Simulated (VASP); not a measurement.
# Te (R-3m) in VASP: notebook

The runs below take Te through single point, with PBE.

Program: VASP 6.6.1. These are calculated values, not measurements. Logs are shortened: lines on timing, memory, paths and dates and some standing lists are left out, and cuts for length are marked.

### 1 The cell of the first run

Symmetry: R-3m, No. 166, trigonal system. The conventional cell has a = 4.550 Å, b = 4.550 Å, c = 5.473 Å, α = 90.00°, β = 90.00°, γ = 120.00°. Within 4.2 Å of Te (site symmetry -3m) lie 6 Te at 3.20 Å.

### 2 Single point, PBE

File INCAR:

```
SYSTEM = Te
ALGO     = Normal         ! electronic algorithm
EDIFF    = 1E-6           ! SCF threshold, eV
ENCUT    = 520            ! plane-wave cutoff, eV
GGA      = PE             ! functional
ISIF     = 2              ! what is computed and relaxed
ISMEAR   = 0              ! smearing method
LASPH    = .True.         ! aspherical terms in the spheres
LCHARG   = .True.         ! write CHGCAR
LELF     = .True.         ! ELF
LREAL    = .False.        ! projectors in reciprocal space
LVHAR    = .True.       
LWAVE    = .False.        ! write WAVECAR
NBANDS   = 9              ! bands
NELM     = 100            ! most SCF steps
PREC     = Accurate       ! precision mode
SIGMA    = 0.1            ! smearing width, eV
```

File KPOINTS:

```
k-points
0
Gamma
  15 15 15
  0 0 0
```

File POSCAR:

```
Te
1.0
    2.2748757386      1.3134001201      1.8244410916
   -2.2748757386      1.3134001201      1.8244410916
    0.0000000000     -2.6268002401      1.8244410916
Te
1
Direct
    0.5000000000      0.5000000000      0.5000000000
```

Potentials or basis: VASP PAW PBE potentials, release 64 (Te).

Launch:

```sh
cat potpaw_PBE.64/Te/POTCAR > POTCAR
mpirun -np 1 vasp_std > vasp.out
```

OUTCAR:

```text
SYSTEM = Te
   EDIFF = 1E-6
   ENCUT = 520
   GGA = PE
   ISIF = 2
   ISMEAR = 0
   LASPH = .True.
   LREAL = .False.
   NELM = 100
   PREC = Accurate

 ion  position               nearest neighbor table
   1  0.500  0.500  0.500-

  LATTYP: Found a trigonal (rhomboedric) cell.
 ALAT       =     3.1982283843
 COS(alpha) =    -0.0118739304

  Lattice vectors:

 A1 = (   2.2748757386,   1.3134001201,   1.8244410916)
 A2 = (  -2.2748757386,   1.3134001201,   1.8244410916)
 A3 = (   0.0000000000,  -2.6268002401,   1.8244410916)

Analysis of symmetry for initial positions (statically):
=====================================================================
 Subroutine PRICEL returns:
 Original cell was already a primitive cell.

 Routine SETGRP: Setting up the symmetry group for a
 trigonal (rhombohedral) supercell.

 Subroutine GETGRP returns: Found 12 space group operations
 (whereof 12 operations were pure point group operations)
 out of a pool of 12 trial point group operations.

The static configuration has the point symmetry D_3d.

Analysis of symmetry for dynamics (positions and initial velocities):
=====================================================================
 Subroutine PRICEL returns:
 Original cell was already a primitive cell.

 Routine SETGRP: Setting up the symmetry group for a
 trigonal (rhombohedral) supercell.

 Subroutine GETGRP returns: Found 12 space group operations
 (whereof 12 operations were pure point group operations)
 out of a pool of 12 trial point group operations.

The dynamic configuration has the point symmetry D_3d.

 Subroutine INISYM returns: Found 12 space group operations
 (whereof 12 operations are pure point group operations),
 and found     1 'primitive' translations

----------------------------------------------------------------------------------------

                                     Primitive cell

  volume of cell :      32.7066

  direct lattice vectors                    reciprocal lattice vectors
     2.274875739  1.313400120  1.824441092     0.219792225  0.126897100  0.182704355
    -2.274875739  1.313400120  1.824441092    -0.219792225  0.126897100  0.182704355
     0.000000000 -2.626800240  1.824441092     0.000000000 -0.253794200  0.182704355

  length of vectors
     3.198228384  3.198228384  3.198228384     0.312717728  0.312717728  0.312717728

  position of ions in fractional coordinates (direct lattice)
     0.500000000  0.500000000  0.500000000

  ion indices of the primitive-cell ions
   primitive index   ion index
                 1           1

----------------------------------------------------------------------------------------

 KPOINTS: k-points

Automatic generation of k-mesh.
 Grid dimensions read from file:
 generate k-points for:   15   15   15

 Generating k-lattice:

  Cartesian coordinates                     Fractional coordinates (reciprocal lattice)
     0.014652815  0.008459807  0.012180290     0.066666667  0.000000000  0.000000000
    -0.014652815  0.008459807  0.012180290     0.000000000  0.066666667  0.000000000
     0.000000000 -0.016919613  0.012180290     0.000000000  0.000000000  0.066666667

  Length of vectors
     0.020847849  0.020847849  0.020847849

  Shift w.r.t. Gamma in fractional coordinates (k-lattice)
     0.000000000  0.000000000  0.000000000

 Subroutine IBZKPT returns following result:
 ===========================================

 Found    344 irreducible k-points:

 Following reciprocal coordinates:
            Coordinates               Weight
  0.000000  0.000000  0.000000      1.000000
  0.066667 -0.000000 -0.000000      6.000000
  0.133333  0.000000  0.000000      6.000000
  0.200000 -0.000000 -0.000000      6.000000
  0.266667  0.000000  0.000000      6.000000
  0.333333 -0.000000  0.000000      6.000000
[... 16 lines left out ...]
  0.133333  0.133333  0.000000      6.000000
  0.200000  0.133333  0.000000     12.000000
 [... further k-points ...]
   k-points           NKPTS =    344   k-points in BZ     NKDIM =    344   number of bands    NBANDS=      9
   number of dos      NEDOS =    301   number of ions     NIONS =      1
   total plane-waves  NPLWV =  13824
   dimension x,y,z NGX =    24 NGY =   24 NGZ =   24
   dimension x,y,z NGXF=    48 NGYF=   48 NGZF=   48
   ions per type =               1
   NGX,Y,Z   is equivalent  to a cutoff of  12.48, 12.48, 12.48 a.u.
   NGXF,Y,Z  is equivalent  to a cutoff of  24.95, 24.95, 24.95 a.u.
 SYSTEM =  Te
   PREC   = accura    normal or accurate (medium, high low for compatibility)
   ISTART =      0    job   : 0-new  1-cont  2-samecut
   ICHARG =      2    charge: 1-file 2-atom 10-const
   ISPIN  =      1    spin polarized calculation?
   LNONCOLLINEAR =      F non collinear calculations
   LSORBIT =      F    spin-orbit coupling
   LASPH  =      T    aspherical Exc in radial PAW
   ENCUT  =  520.0 eV  38.22 Ry    6.18 a.u.   5.95  5.95  5.95*2*pi/ulx,y,z
   NELM   =    100;   NELMIN=  2; NELMDL= -5     # of ELM steps
   EDIFF  = 0.1E-05   stopping-criterion for ELM
   LREAL  =      F    real-space projection
   EDIFFG = 0.1E-04   stopping-criterion for IOM
   NSW    =      0    number of steps for IOM
   IBRION =     -1    ionic relax: 0-MD 1-quasi-New 2-CG
   NFREE  =      0    steps in history (QN), initial steepest desc. (CG)
   ISIF   =      2    stress and relaxation
   ISYM   =      2    0-nonsym 1-usesym 2-fastsym
   POTIM  = 0.5000    time-step for ionic-motion
   TEBEG  =    0.0;   TEEND  =   0.0 temperature during run
   PSTRESS=    0.0 pullay stress
   NELECT =       6.0000    total number of electrons
   NUPDOWN=      -1.0000    fix difference up-down
   EMIN   =  10.00;   EMAX   =-10.00  energy-range for DOS
   EFERMI =   0.00;   METHOD = LEGACY
   ISMEAR =     0;   SIGMA  =   0.10  broadening in eV -4-tet -1-fermi 0-gaus
   EFERMI_NEDOS =   21; number of points for ismear=-14 and -15
   IALGO  =     38    algorithm
   IMIX   =      4    mixing-type and parameters
     AMIX     =   0.40;   BMIX     =  1.00
     AMIX_MAG =   1.60;   BMIX_MAG =  1.00
  volume/ion in A,a.u.               =      32.71       220.72
  Fermi-wavevector in a.u.,A,eV,Ry     =   0.930208  1.757838 11.772938  0.865287
  Thomas-Fermi vector in A             =   2.056572
   LORBIT       =      0    0 simple, 1 ext, 2 COOP (PROOUT), +10 PAW based schemes
   GGA     = PE    functional components
   LHFCALC =     F    Hartree Fock is set to
   AEXX    =    0.0000 exact exchange contribution
   IVDW    =     0    specifies the selected vdW correction
   LEPSILON=     F    determine dielectric tensor
   LRPA    =     F    only Hartree local field effects (RPA)
 non-spin polarized calculation
 Gauss-broadening in eV      SIGMA  =   0.10
  energy-cutoff  :      520.00
  volume of cell :       32.71
 maximum number of plane-waves:       903
   NGX = 11   NGY = 11   NGZ = 11

 number of electron       6.0000001 magnetization

 Free energy of the ion-electron system (eV)
  ---------------------------------------------------
  ext. energy  EPLUGINS =         0.00000000
  ---------------------------------------------------
  free energy    TOTEN  =        -3.10700254 eV

  energy without entropy =       -3.10419778  energy(sigma->0) =       -3.10560016

 E-fermi :   6.4288     XC(G=0):  -9.2818

 val. band max:        6.4189693524   @ k =  -0.3333   0.3333   0.2000
 cond. band min:       6.4377871804   @ k =   0.2667   0.1333   0.0667
 fundamental gap:      0.0188178279
 Fermi energy:         6.4288229263

 k-point     1 :       0.0000    0.0000    0.0000
  band No.  band energies     occupation
      1      -7.1685      2.00000
      2       7.5665      0.00000
      3       7.6450      0.00000
      4       7.6450      0.00000
      5      12.4778      0.00000
      6      12.4778      0.00000
      7      12.9243      0.00000
      8      23.7988      0.00000
      9      23.8499      0.00000

 k-point     2 :       0.0667   -0.0000   -0.0000
  band No.  band energies     occupation
      1      -7.1164      2.00000
      2       7.0008      0.00000
      3       7.6414      0.00000
      4       7.6919      0.00000
      5      12.5264      0.00000
      6      12.7630      0.00000
      7      13.4173      0.00000
      8      22.7169      0.00000
      9      22.7529      0.00000

 k-point     3 :       0.1333    0.0000    0.0000
  band No.  band energies     occupation
      1      -6.9624      2.00000
      2       5.7218      2.00000
      3       7.7765      0.00000
      4       7.8285      0.00000
      5      12.6707      0.00000
      6      12.9834      0.00000
      7      14.9552      0.00000
      8      21.3705      0.00000
      9      21.4075      0.00000

 k-point     4 :       0.2000   -0.0000   -0.0000
  band No.  band energies     occupation
      1      -6.7155      2.00000
      2       4.3272      2.00000
      3       7.9897      0.00000
      4       8.0421      0.00000
      5      12.9055      0.00000
      6      13.2754      0.00000
      7      16.8009      0.00000
      8      20.1206      0.00000
      9      20.1561      0.00000
[... 205 lines left out ...]
 k-point    22 :      -0.0667    0.0667    0.0000
  band No.  band energies     occupation
      1      -7.0651      2.00000
      2       7.0212      0.00000
      3       7.0991      0.00000
      4       7.7136      0.00000
      5      12.6806      0.00000
      6      13.2490      0.00000
      7      13.5688      0.00000
      8      21.5694      0.00000
      9      22.7387      0.00000

 k-point    23 :       0.1333    0.1333    0.0000
  band No.  band energies     occupation
      1      -6.7527      2.00000
      2       5.8714      2.00000
      3       5.9127      2.00000
      4       7.9883      0.00000
      5      13.0297      0.00000
      6      15.0636      0.00000
      7      15.1951      0.00000
      8      19.3108      0.00000
      9      21.4142      0.00000

 k-point    24 :       0.2000    0.1333    0.0000
  band No.  band energies     occupation
      1      -6.5041      2.00000
      2       4.5003      2.00000
      3       6.1122      1.99999
      4       8.2022      0.00000
      5      13.2877      0.00000
      6      15.2731      0.00000
      7      16.7049      0.00000
      8      18.3867      0.00000
      9      20.2884      0.00000

 [... further k-points ...]
[... 5 lines left out ...]
  --------------------------------------------------------------------------------------
  -------------------------------------------------------------------------------------
  Total       -0.0063395     -0.0063395     -0.0046404      0.0000000     -0.0000000      0.0000000
  in kB       -0.3105484     -0.3105484     -0.2273176      0.0000000     -0.0000000      0.0000000
  external PRESSURE =      -0.2828048 kB  Pullay stress =       0.0000000 kB

 VOLUME and BASIS-vectors are now :
 -----------------------------------------------------------------------------
  energy-cutoff  :      520.00
  volume of cell :       32.71
      direct lattice vectors                 reciprocal lattice vectors
     2.274875739  1.313400120  1.824441092     0.219792225  0.126897100  0.182704355
    -2.274875739  1.313400120  1.824441092    -0.219792225  0.126897100  0.182704355
     0.000000000 -2.626800240  1.824441092     0.000000000 -0.253794200  0.182704355

 POSITION                                       TOTAL-FORCE (eV/Angst)
 -----------------------------------------------------------------------------------
      0.00000      0.00000      2.73666         0.000000      0.000000      0.000000
 -----------------------------------------------------------------------------------
    total drift:                                0.000000      0.000000     -0.000000

  FREE ENERGIE OF THE ION-ELECTRON SYSTEM (eV)
  ---------------------------------------------------
  free  energy   TOTEN  =        -3.1070025434 eV

  energy  without entropy=       -3.1041977802  energy(sigma->0) =       -3.10560016
```

Run time: 29 s. Hardware: 1 thread of AMD EPYC 9R45 (Zen 5), shared host; peak memory 0.18 GiB.

Results:

```yaml
Free_energy: -3.1070 eV
Pressure: 0.0 GPa
Band_gap_on_the_k_mesh: zero (band 3 reaches 8.93 eV, above the bottom of band 4 at 3.59 eV)
```

Levels at points of the mesh, in eV from the Fermi level:
```
           k point  band 1  band 2  band 3  band 4  band 5  band 6  band 7
(0.00, 0.00, 0.00)  -13.60    1.14    1.22    1.22    6.05    6.05    6.50
```

Caveat: spin-orbit coupling is left out, which moves the levels of the heavy elements.

### 3 Single point, PBE

File INCAR:

```
  PREC = Accurate
  ENCUT = 520
  EDIFF = 1E-7
  ISMEAR = 0
  SIGMA = 0.15
  LREAL = F
  LASPH = T
  NELM = 100
  ALGO = Normal
  ISIF = 2
  LWAVE = F
  LCHARG = T
  GGA = PE
  LELF = T
  LVHAR = T
  NBANDS = 9
```

File KPOINTS:

```
regular mesh
0
Gamma
  15 15 15
```

POSCAR is that of step 2.

Potentials or basis: VASP PAW PBE potentials, release 64 (Te).

Launch:

```sh
cat potpaw_PBE.64/Te/POTCAR > POTCAR
mpirun -np 1 vasp_std > vasp.out
```

It took 28 s on 1 thread of AMD EPYC 9R45 (Zen 5), shared host; peak memory 0.18 GiB.

It converged, with:

```
Free energy            : -3.1087 eV
Pressure               : 0.0 GPa
Band gap on the k mesh : zero (band 3 reaches 8.93 eV, above the bottom of band 4 at 3.59 eV)
```

Stress tensor (GPa, compression positive):
```
-0.05  0.00  0.00
 0.00 -0.05  0.00
 0.00  0.00  0.03
```

Levels at points of the mesh, in eV from the Fermi level:
```csv
k point,band 1,band 2,band 3,band 4,band 5,band 6
"(0.00, 0.00, 0.00)",-13.59,1.14,1.22,1.22,6.05,6.05
```

Caveat: spin-orbit coupling is left out, which moves the levels of the heavy elements.
